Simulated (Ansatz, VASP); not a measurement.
Two plane-wave programs on InWSe3

Contents of INCAR:

```
  ALGO = Normal
  EDIFF = 1E-6
  ENCUT = 500
  GGA = PE
  GGA_COMPAT = False
  ISIF = 2
  ISMEAR = 0
  ISPIN = 2
  LASPH = True
  LCHARG = True
  LELF = True
  LMAXMIX = 4
  LORBIT = 11
  LREAL = False
  LVHAR = True
  LWAVE = False
  MAGMOM = 0 0 0 0 0 0 0 0 0 0
  NBANDS = 60
  NELM = 200
  PREC = Accurate
  SIGMA = 0.1
```

File KPOINTS:

```
k-points
0
Gamma
  3 3 4
```

Contents of POSCAR:

```
InWSe3
1.0
    6.8404927700      0.0000000000      0.0000000000
   -3.4202463900      5.9240405200      0.0000000000
    0.0000000000      0.0000000000      5.7288259700
In W Se
2 2 6
Direct
    0.3333333300      0.6666666700      0.7500000000
    0.6666666700      0.3333333300      0.2500000000
    0.0000000000      0.0000000000      0.0000000000
    0.0000000000      0.0000000000      0.5000000000
    0.1545000000      0.8455000000      0.2500000000
    0.3090000000      0.1545000000      0.7500000000
    0.1545000000      0.3090000000      0.2500000000
    0.8455000000      0.1545000000      0.7500000000
    0.6910000000      0.8455000000      0.2500000000
    0.8455000000      0.6910000000      0.7500000000
```

Input for Ansatz:

```yaml
crystal:
  lattice:
    - [6.84049277, 0.0, 0.0]
    - [-3.42024639, 5.92404052, 0.0]
    - [0.0, 0.0, 5.72882597]
  atoms:
    - { symbol: In, position: [0.33333333, 0.66666667, 0.75] }
    - { symbol: In, position: [0.66666667, 0.33333333, 0.25] }
    - { symbol: W, position: [0.0, 0.0, 0.0] }
    - { symbol: W, position: [0.0, 0.0, 0.5] }
    - { symbol: Se, position: [0.1545, 0.8455, 0.25] }
    - { symbol: Se, position: [0.309, 0.1545, 0.75] }
    - { symbol: Se, position: [0.1545, 0.309, 0.25] }
    - { symbol: Se, position: [0.8455, 0.1545, 0.75] }
    - { symbol: Se, position: [0.691, 0.8455, 0.25] }
    - { symbol: Se, position: [0.8455, 0.691, 0.75] }
basis:
  ecutwfc: 420
kpoints:
  mp_grid: { grid: [3, 3, 4] }
hamiltonian:
  xc: pbe
scf:
  occupations: { method: gaussian, width: 0.1 }
  lower_state_search: "off"
output:
  forces: true
  stress: true
  eigenvalues: true
  populations: true
magnetization:
  spin_polarized: true
```

Change from the starting cell: species swapped into the CsCoCl3 type (P6_3/mmc, No. 194).

Alike in both runs: task single point; functional PBE; k mesh 3 × 3 × 4; occupations gaussian, width 0.1 eV; collinear spin.

```csv
,VASP,Ansatz
version,VASP 6.6.1,Ansatz 0.2.0
potentials or method,"VASP PAW PBE potentials, release 64 (In_d, W_sv, Se), cutoff 500 eV","scalar-relativistic, plane waves, PAW"
valence electrons in the cell,90,150
```

|  | VASP | Ansatz | Ansatz less VASP |
| --- | --- | --- | --- |
| gap on the k mesh at the Fermi level (eV) | none | none | - |
| pressure (GPa) | 25.4 | 25.1 | -0.34 |
| traceless stress, the component that is largest in VASP (GPa) | 3.34 | 3.25 | -0.085 |
| rms of the force components (eV/Å) | 2.718 | 2.682 | -0.0354 |
| net moment per atom (μB) | 0.00 | 0.00 | 0.000 |

Atom by atom the forces differ by 0.035 eV/Å (rms over components). A gap of «none» marks a metal or a gap that the smearing closes. VASP's potentials hold 90 valence electrons a cell and Ansatz's 150, so a difference there can come from the potentials and not from the codes. Ansatz's warnings: no starting moments.

Spin-orbit coupling is off throughout.
